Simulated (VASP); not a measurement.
In3Cu, 4 atoms in the cell. It takes space group Im-3m (No. 229, cubic). The conventional cell has a = 5.856 Å, b = 5.856 Å, c = 5.856 Å, α = 90.00°, β = 90.00°, γ = 90.00°. Within 3.9 Å of In (site symmetry 4/mmm) lie 4 In at 2.93 Å and 2 Cu at 2.93 Å. Cu (site symmetry m-3m) has 6 In at 2.93 Å within 3.9 Å. 

```yaml
Program: VASP 6.6.1
Task: single point
Functional: PBE
Potentials_or_basis: VASP PAW PBE potentials, release 64 (In_d, Cu)
Cutoff: 520 eV
k_mesh: 4 × 4 × 4
Occupations: gaussian, width 0.1 eV
Spin: no spin polarisation
Dipole_correction: no
Further_INCAR_settings: ALGO = Fast; EDIFF = 1e-06; NBANDS = 33
```

Potentials or basis: VASP PAW PBE potentials, release 64 (In_d, Cu).

The run is started by

```console
$ cat potpaw_PBE.64/In_d/POTCAR potpaw_PBE.64/Cu/POTCAR > POTCAR
$ mpirun -np 1 vasp_std > vasp.out
```

Hardware: 1 thread of Intel(R) Xeon(R) Platinum 8259CL CPU @ 2.50GHz (Skylake/Cascade Lake), on a shared host.

Question: Estimate the wall time of this run.

Answer: Wall time 83 s on 1 thread of Intel(R) Xeon(R) Platinum 8259CL CPU @ 2.50GHz (Skylake/Cascade Lake), on a shared host, peak memory 0.23 GiB. Counts: scf iterations 18, k points 8.
